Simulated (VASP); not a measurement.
TePb3Se2, 6 atoms in the cell. It takes space group P-3m1 (No. 164, trigonal). Conventional cell: a = 4.427 Å, b = 4.427 Å, c = 10.844 Å, α = 90.00°, β = 90.00°, γ = 120.00°. Within 4.1 Å of Te (site symmetry -3m) lie 6 Pb at 3.13 Å. Within 4.1 Å of Pb (site symmetry 3m) lie 3 Se at 3.13 Å and 3 Te at 3.13 Å. Within 4.1 Å of Pb (site symmetry -3m) lie 6 Se at 3.13 Å. Within 4.1 Å of Se (site symmetry 3m) lie 6 Pb at 3.13 Å. 

```yaml
Program: VASP 6.6.1
Task: relaxation of cell and atoms
Functional: PBE
Potentials_or_basis: VASP PAW PBE potentials, release 64 (Te, Pb_d, Se)
Cutoff: 600 eV
k_mesh: 6 × 6 × 2
Occupations: gaussian, width 0.1 eV
Spin: no spin polarisation
Dipole_correction: no
Further_INCAR_settings: ALGO = Normal; EDIFF = 1e-06; IBRION = 2; EDIFFG = -0.04; NSW = 90; ISIF = 3
```

Potentials or basis: VASP PAW PBE potentials, release 64 (Te, Pb_d, Se).

Run with:

```sh
$ cat potpaw_PBE.64/Te/POTCAR potpaw_PBE.64/Pb_d/POTCAR potpaw_PBE.64/Se/POTCAR > POTCAR
$ mpirun -np 1 vasp_std > vasp.out
```

Hardware: 1 thread of Intel(R) Xeon(R) Platinum 8175M CPU @ 2.50GHz (Skylake/Cascade Lake), with other jobs on the host.

Task: Estimate the wall time of this run.

Result: Run time: 11 min on 1 thread of Intel(R) Xeon(R) Platinum 8175M CPU @ 2.50GHz (Skylake/Cascade Lake) (shared host), peak memory 0.41 GiB. Counts: scf iterations 71, k points 14, ion steps 8.
